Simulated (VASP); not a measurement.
# SbRh3 (Pm-3m) in VASP: a series of runs

SbRh3 is run at these levels: LDA; tasks: single point.

All numbers are computed with VASP 6.6.1; they aren't measurements. Logs are shortened: lines on timing, memory, paths and dates and some standing lists are left out, and cuts for length are marked.

**1. The cell of the first run**

Symmetry: Pm-3m, No. 221, cubic system. Conventional cell: a = 3.849 Å, b = 3.849 Å, c = 3.849 Å, α = 90.00°, β = 90.00°, γ = 90.00°. Sb (site symmetry m-3m) has 12 Rh at 2.72 Å within 3.6 Å. Rh (site symmetry 4/mmm) has 4 Sb at 2.72 Å and 8 Rh at 2.72 Å within 3.6 Å.

**2. Single point, LDA**

File INCAR:

```
ALGO = Normal
EDIFF = 1E-6
ENCUT = 520
GGA = CA
ISIF = 2
ISMEAR = -1
LASPH = T
LCHARG = F
LREAL = F
LWAVE = F
NBANDS = 33
NELM = 80
PREC = Accurate
SIGMA = 0.2
```

File KPOINTS:

```
k-points
0
Gamma
  6 6 6
```

File POSCAR:

```
SbRh3
1.0
    3.8486454041      0.0000000000      0.0000000000
    0.0000000000      3.8486454041      0.0000000000
    0.0000000000      0.0000000000      3.8486454041
Sb Rh
1 3
Direct
    0.0000000000      0.0000000000      0.0000000000
    0.5000000000      0.5000000000      0.0000000000
    0.5000000000      0.0000000000      0.5000000000
    0.0000000000      0.5000000000      0.5000000000
```

Potentials or basis: VASP PAW LDA potentials, release 64 (Sb, Rh_pv).

Started as:

```console
cat potpaw_LDA.64/Sb/POTCAR potpaw_LDA.64/Rh_pv/POTCAR > POTCAR
mpirun -np 1 vasp_std > vasp.out
```

OUTCAR:

```text
EDIFF = 1E-6
   ENCUT = 520
   GGA = CA
   ISIF = 2
   ISMEAR = -1
   LASPH = T
   LREAL = F
   NELM = 80
   PREC = Accurate

 ion  position               nearest neighbor table
   1  0.000  0.000  0.000-   2 2.72   3 2.72   4 2.72   3 2.72   4 2.72   2 2.72   4 2.72   4 2.72
                             2 2.72   3 2.72   3 2.72   2 2.72
   2  0.500  0.500  0.000-   1 2.72   3 2.72   4 2.72   3 2.72   4 2.72   1 2.72   3 2.72   3 2.72
                             1 2.72   4 2.72   4 2.72   1 2.72
   3  0.500  0.000  0.500-   1 2.72   2 2.72   4 2.72   1 2.72   2 2.72   2 2.72   4 2.72   2 2.72
                             1 2.72   4 2.72   1 2.72   4 2.72
   4  0.000  0.500  0.500-   1 2.72   2 2.72   3 2.72   1 2.72   2 2.72   1 2.72   3 2.72   1 2.72
                             2 2.72   3 2.72   2 2.72   3 2.72

  LATTYP: Found a simple cubic cell.
 ALAT       =     3.8486454041

  Lattice vectors:

 A1 = (   3.8486454041,   0.0000000000,   0.0000000000)
 A2 = (   0.0000000000,   3.8486454041,   0.0000000000)
 A3 = (   0.0000000000,   0.0000000000,   3.8486454041)

Analysis of symmetry for initial positions (statically):
=====================================================================
 Subroutine PRICEL returns:
 Original cell was already a primitive cell.

 Routine SETGRP: Setting up the symmetry group for a
 simple cubic supercell.

 Subroutine GETGRP returns: Found 48 space group operations
 (whereof 48 operations were pure point group operations)
 out of a pool of 48 trial point group operations.

The static configuration has the point symmetry O_h .

Analysis of symmetry for dynamics (positions and initial velocities):
=====================================================================
 Subroutine PRICEL returns:
 Original cell was already a primitive cell.

 Routine SETGRP: Setting up the symmetry group for a
 simple cubic supercell.

 Subroutine GETGRP returns: Found 48 space group operations
 (whereof 48 operations were pure point group operations)
 out of a pool of 48 trial point group operations.

The dynamic configuration has the point symmetry O_h .

 Subroutine INISYM returns: Found 48 space group operations
 (whereof 48 operations are pure point group operations),
 and found     1 'primitive' translations

----------------------------------------------------------------------------------------

[... 89 lines left out ...]
   ENCUT  =  520.0 eV  38.22 Ry    6.18 a.u.   7.16  7.16  7.16*2*pi/ulx,y,z
   NELM   =     80;   NELMIN=  2; NELMDL= -5     # of ELM steps
   EDIFF  = 0.1E-05   stopping-criterion for ELM
   LREAL  =      F    real-space projection
   EDIFFG = 0.1E-04   stopping-criterion for IOM
   NSW    =      0    number of steps for IOM
   IBRION =     -1    ionic relax: 0-MD 1-quasi-New 2-CG
   NFREE  =      0    steps in history (QN), initial steepest desc. (CG)
   ISIF   =      2    stress and relaxation
   ISYM   =      2    0-nonsym 1-usesym 2-fastsym
   POTIM  = 0.5000    time-step for ionic-motion
   TEBEG  =    0.0;   TEEND  =   0.0 temperature during run
   PSTRESS=    0.0 pullay stress
   NELECT =      50.0000    total number of electrons
   NUPDOWN=      -1.0000    fix difference up-down
   EMIN   =  10.00;   EMAX   =-10.00  energy-range for DOS
   EFERMI =   0.00;   METHOD = LEGACY
   ISMEAR =    -1;   SIGMA  =   0.20  broadening in eV -4-tet -1-fermi 0-gaus
   EFERMI_NEDOS =   21; number of points for ismear=-14 and -15
   IALGO  =     38    algorithm
   IMIX   =      4    mixing-type and parameters
     AMIX     =   0.40;   BMIX     =  1.00
     AMIX_MAG =   1.60;   BMIX_MAG =  1.00
  volume/ion in A,a.u.               =      14.25        96.17
  Fermi-wavevector in a.u.,A,eV,Ry     =   1.567077  2.961346 33.412229  2.455730
  Thomas-Fermi vector in A             =   2.669310
   LORBIT       =      0    0 simple, 1 ext, 2 COOP (PROOUT), +10 PAW based schemes
   GGA     = CA    functional components
   LHFCALC =     F    Hartree Fock is set to
   AEXX    =    0.0000 exact exchange contribution
   IVDW    =     0    specifies the selected vdW correction
   LEPSILON=     F    determine dielectric tensor
   LRPA    =     F    only Hartree local field effects (RPA)
 non-spin polarized calculation
  energy-cutoff  :      520.00
  volume of cell :       57.01
 maximum number of plane-waves:      1568
 NGX is ok and might be reduce to    30
   NGX = 15   NGY = 15   NGZ = 15

 number of electron      50.0000036 magnetization

 Free energy of the ion-electron system (eV)
  ---------------------------------------------------
  ext. energy  EPLUGINS =         0.00000000
  ---------------------------------------------------
  free energy    TOTEN  =       -32.05151525 eV

  energy without entropy =      -31.68909630  energy(sigma->0) =      -31.87030578

 E-fermi :  13.0304     XC(G=0): -13.9059

 val. band max:       12.9705733798   @ k =   0.3333   0.3333   0.3333
 cond. band min:      13.1091041402   @ k =   0.5000   0.5000   0.3333
 fundamental gap:      0.1385307604
 Fermi energy:        13.0303799368

 k-point     1 :       0.0000    0.0000    0.0000
  band No.  band energies     occupation
      1     -33.3245      2.00000
      2     -33.3245      2.00000
      3     -33.3245      2.00000
      4     -33.0758      2.00000
      5     -33.0758      2.00000
      6     -33.0758      2.00000
[... 709 lines left out ...]
     32      19.1371      0.00000
     33      25.8478      0.00000

------------------------ aborting loop because EDIFF is reached ----------------------------------------

  FORCE on cell =-STRESS in cart. coord.  units (eV):
  Direction    XX          YY          ZZ          XY          YZ          ZX
  --------------------------------------------------------------------------------------
  -------------------------------------------------------------------------------------
  Total        2.7170847      2.7170847      2.7170847      0.0000000      0.0000000     -0.0000000
  in kB       76.3642450     76.3642450     76.3642450      0.0000000      0.0000000     -0.0000000
  external PRESSURE =      76.3642450 kB  Pullay stress =       0.0000000 kB

 VOLUME and BASIS-vectors are now :
 -----------------------------------------------------------------------------
  energy-cutoff  :      520.00
  volume of cell :       57.01
      direct lattice vectors                 reciprocal lattice vectors
     3.848645404  0.000000000  0.000000000     0.259831680  0.000000000  0.000000000
     0.000000000  3.848645404  0.000000000     0.000000000  0.259831680  0.000000000
     0.000000000  0.000000000  3.848645404     0.000000000  0.000000000  0.259831680

 POSITION                                       TOTAL-FORCE (eV/Angst)
 -----------------------------------------------------------------------------------
      0.00000      0.00000      0.00000         0.000000      0.000000      0.000000
      1.92432      1.92432      0.00000         0.000000      0.000000      0.000000
      1.92432      0.00000      1.92432         0.000000      0.000000      0.000000
      0.00000      1.92432      1.92432         0.000000      0.000000      0.000000
 -----------------------------------------------------------------------------------
    total drift:                                0.000000      0.000000     -0.000000

  FREE ENERGIE OF THE ION-ELECTRON SYSTEM (eV)
  ---------------------------------------------------
  free  energy   TOTEN  =       -32.0515152535 eV

  energy  without entropy=      -31.6890963024  energy(sigma->0) =      -31.87030578
```

Wall time 25 s (1 thread of Intel Xeon Platinum 8375C at 2.90GHz (Ice Lake), shared host); peak memory 0.16 GiB.

Results:

* Free energy: -32.0515 eV
* Pressure: 7.6 GPa
* Band gap on the k mesh: zero (band 25 reaches 13.61 eV, above the bottom of band 26 at 12.05 eV)

Levels at points of the mesh, in eV from the Fermi level:
```csv
k point,band 22,band 23,band 24,band 25,band 26,band 27,band 28,band 29
"(0.00, 0.00, 0.00)",-1.66,-0.24,-0.24,0.55,1.08,1.08,1.08,3.62
"(0.50, 0.00, 0.00)",-1.63,-1.54,-1.31,-0.13,1.08,3.28,3.67,3.67
"(0.50, 0.50, 0.00)",-1.83,-1.20,-1.17,-0.99,-0.98,1.82,1.82,5.34
"(0.50, 0.50, 0.50)",-1.70,-1.24,-1.24,0.58,0.63,0.63,0.63,0.80
```

Caveat: spin-orbit coupling is left out, which moves the levels of the heavy elements.

**3. Single point, LDA**

This run uses another cell than the first one, of 14.55 Å³/atom, 1.021 times its volume.

File INCAR:

```
PREC = Accurate
ENCUT = 520
EDIFF = 1E-7
ISMEAR = -1
SIGMA = 0.2
LREAL = F
LASPH = T
NELM = 60
ALGO = Normal
ISIF = 2
LWAVE = F
LCHARG = T
GGA = CA
LELF = T
LVHAR = T
NBANDS = 33
```

File KPOINTS:

```
Automatic mesh
0
Gamma
  6 6 6
```

File POSCAR:

```
SbRh3
1.0
    3.8757494337      0.0000000000      0.0000000000
    0.0000000000      3.8757494337      0.0000000000
    0.0000000000      0.0000000000      3.8757494337
Sb Rh
1 3
Direct
    0.0000000000      0.0000000000      0.0000000000
    0.5000000000      0.5000000000      0.0000000000
    0.5000000000      0.0000000000      0.5000000000
    0.0000000000      0.5000000000      0.5000000000
```

Potentials or basis: VASP PAW LDA potentials, release 64 (Sb, Rh_pv).

Started as:

```console
cat potpaw_LDA.64/Sb/POTCAR potpaw_LDA.64/Rh_pv/POTCAR > POTCAR
mpirun -np 1 vasp_std > vasp.out
```

Run time: 28 s. Hardware: 1 thread of Intel Xeon Platinum 8375C at 2.90GHz (Ice Lake), shared host; peak memory 0.16 GiB.

The run converged. Its results:

```
Free energy            : -32.0881 eV
Pressure               : 1.9 GPa
Band gap on the k mesh : zero (band 25 reaches 13.24 eV, above the bottom of band 26 at 11.69 eV)
```

Levels at points of the mesh, in eV from the Fermi level:
| k point | band 22 | band 23 | band 24 | band 25 | band 26 | band 27 | band 28 | band 29 |
| --- | --- | --- | --- | --- | --- | --- | --- | --- |
| (0.00, 0.00, 0.00) | -1.62 | -0.24 | -0.24 | 0.52 | 1.03 | 1.03 | 1.03 | 3.41 |
| (0.50, 0.00, 0.00) | -1.58 | -1.49 | -1.27 | -0.13 | 1.04 | 3.17 | 3.58 | 3.58 |
| (0.50, 0.50, 0.00) | -1.76 | -1.16 | -1.15 | -0.97 | -0.95 | 1.76 | 1.76 | 5.25 |
| (0.50, 0.50, 0.50) | -1.64 | -1.20 | -1.20 | 0.60 | 0.60 | 0.60 | 0.60 | 0.70 |

Caveat: spin-orbit coupling is left out, which moves the levels of the heavy elements.

**4. Single point, LDA**

This run uses another cell than the first one, of 14.86 Å³/atom, 1.043 times its volume.

File INCAR:

```
SYSTEM = SbRh3
ALGO = Normal ; EDIFF = 1E-6
ENCUT = 520 ; ISIF = 2
ISMEAR = -1 ; LASPH = .TRUE.
LCHARG = .TRUE. ; LELF = .TRUE.
LREAL = .FALSE. ; LVHAR = .TRUE.
LWAVE = .FALSE. ; NBANDS = 33
NELM = 80 ; PREC = Accurate
SIGMA = 0.2
```

File KPOINTS:

```
k-points
0
G
  6 6 6
  0 0 0
```

File POSCAR:

```
SbRh3
1.0
    3.9024795848      0.0000000000      0.0000000000
    0.0000000000      3.9024795848      0.0000000000
    0.0000000000      0.0000000000      3.9024795848
Sb Rh
1 3
Direct
    0.0000000000      0.0000000000      0.0000000000
    0.5000000000      0.5000000000      0.0000000000
    0.5000000000      0.0000000000      0.5000000000
    0.0000000000      0.5000000000      0.5000000000
```

Started as:

```console
cat potpaw_LDA.64/Sb/POTCAR potpaw_LDA.64/Rh_pv/POTCAR > POTCAR
mpirun -np 1 vasp_std > vasp.out
```

Wall time 26 s (1 thread of Intel Xeon Platinum 8375C at 2.90GHz (Ice Lake), shared host); peak memory 0.16 GiB.

It converged, with:

```yaml
Free_energy: -32.0841 eV
Pressure: -3.1 GPa
Band_gap_on_the_k_mesh: zero (band 25 reaches 12.84 eV, above the bottom of band 26 at 11.35 eV)
```

Levels at points of the mesh, in eV from the Fermi level:
```
           k point  band 21  band 22  band 23  band 24  band 25  band 26  band 27  band 28  band 29  band 30
(0.00, 0.00, 0.00)    -1.59    -1.59    -0.23    -0.23     0.50     0.99     0.99     0.99     3.21     8.21
(0.50, 0.00, 0.00)    -1.53    -1.53    -1.44    -1.22    -0.13     1.00     3.05     3.49     3.49     6.21
(0.50, 0.50, 0.00)    -1.71    -1.71    -1.12    -1.12    -0.95    -0.92     1.70     1.70     5.15     5.82
(0.50, 0.50, 0.50)    -1.59    -1.59    -1.17    -1.17     0.58     0.58     0.58     0.60     0.61     5.80
```

Caveat: spin-orbit coupling is left out, which moves the levels of the heavy elements.

**5. Single point, LDA**

This run uses another cell than the first one, of 15.16 Å³/atom, 1.064 times its volume.

File INCAR:

```
SYSTEM = SbRh3
ALGO = Normal
EDIFF = 1E-6
ENCUT = 520
GGA = CA
ISIF = 2
ISMEAR = -1
LASPH = .TRUE.
LCHARG = .FALSE.
LREAL = .FALSE.
LWAVE = .FALSE.
NBANDS = 33
NELM = 100
PREC = Accurate
SIGMA = 0.2
```

KPOINTS is that of step 4.

File POSCAR:

```
SbRh3
1.0
    3.9288484900      0.0000000000      0.0000000000
    0.0000000000      3.9288484900      0.0000000000
    0.0000000000      0.0000000000      3.9288484900
Sb Rh
1 3
Direct
    0.0000000000      0.0000000000      0.0000000000
    0.5000000000      0.5000000000      0.0000000000
    0.5000000000      0.0000000000      0.5000000000
    0.0000000000      0.5000000000      0.5000000000
```

Started as:

```console
cat potpaw_LDA.64/Sb/POTCAR potpaw_LDA.64/Rh_pv/POTCAR > POTCAR
mpirun -np 1 vasp_std > vasp.out
```

Wall time 25 s (1 thread of Intel Xeon Platinum 8375C at 2.90GHz (Ice Lake), shared host); peak memory 0.17 GiB.

It converged, with:

- Free energy: -32.0443 eV
- Pressure: -7.5 GPa
- Band gap on the k mesh: zero (band 25 reaches 12.41 eV, above the bottom of band 26 at 11.02 eV)

Levels at points of the mesh, in eV from the Fermi level:
| k point | band 21 | band 22 | band 23 | band 24 | band 25 | band 26 | band 27 | band 28 | band 29 | band 30 |
| --- | --- | --- | --- | --- | --- | --- | --- | --- | --- | --- |
| (0.00, 0.00, 0.00) | -1.56 | -1.56 | -0.23 | -0.23 | 0.48 | 0.96 | 0.96 | 0.96 | 3.02 | 8.06 |
| (0.50, 0.00, 0.00) | -1.48 | -1.48 | -1.39 | -1.18 | -0.13 | 0.96 | 2.95 | 3.40 | 3.40 | 6.13 |
| (0.50, 0.50, 0.00) | -1.65 | -1.65 | -1.09 | -1.08 | -0.93 | -0.89 | 1.64 | 1.64 | 5.07 | 5.66 |
| (0.50, 0.50, 0.50) | -1.55 | -1.55 | -1.13 | -1.13 | 0.51 | 0.56 | 0.56 | 0.56 | 0.63 | 5.66 |

Caveat: spin-orbit coupling is left out, which moves the levels of the heavy elements.

**6. Summary**

| cell | gap on the mesh (eV) | pressure (GPa) |
| --- | --- | --- |
| a = 3.849 Å, 4 atoms | none | 7.6 |
| a = 3.876 Å, 4 atoms | none | 1.9 |
| a = 3.902 Å, 4 atoms | none | -3.1 |
| a = 3.929 Å, 4 atoms | none | -7.5 |

Alike in all rows: task single point; level LDA; potentials or basis VASP PAW LDA potentials, release 64 (Sb, Rh_pv); no spin polarisation; k mesh 6 × 6 × 6; cutoff (eV) 520; smearing fermi-dirac 0.2 eV.

Caveats: spin-orbit coupling is left out, which moves the levels of the heavy elements.

Absolute energies hang on the potentials; compare differences alone.
